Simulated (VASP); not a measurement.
Al2Cu:

```
CELL_PARAMETERS angstrom
4.07763 0.00000 0.00000
0.00000 4.07763 0.00000
0.00000 0.00000 2.87191
ATOMIC_POSITIONS crystal
Cu 0.00000 0.00000 0.00000
Al 0.00000 0.50000 0.50000
Al 0.50000 0.00000 0.50000
```

This cell differs from its parent crystal: volume scaled by 0.98.

Base run:

* Program: VASP 6.6.1
* Functional: LDA
* Potentials or basis: VASP PAW LDA potentials, release 64 (Cu, Al)
* Cutoff: 520 eV
* k mesh: 7 × 7 × 9
* Occupations: fermi-dirac, width 0.05 eV
* Spin: no spin polarisation

Its results: pressure -3.2 GPa.

Problem. The run is repeated on the same cell with these changes: functional from LDA to PBEsol; potentials or basis from VASP PAW LDA potentials, release 64 (Cu, Al) to VASP PAW PBE potentials, release 64 (Cu, Al). What comes out?

Solution. Pressure -0.5 GPa.

Caveats: the PAW data sets were made with another functional, which shifts forces and pressure a little (some runs).
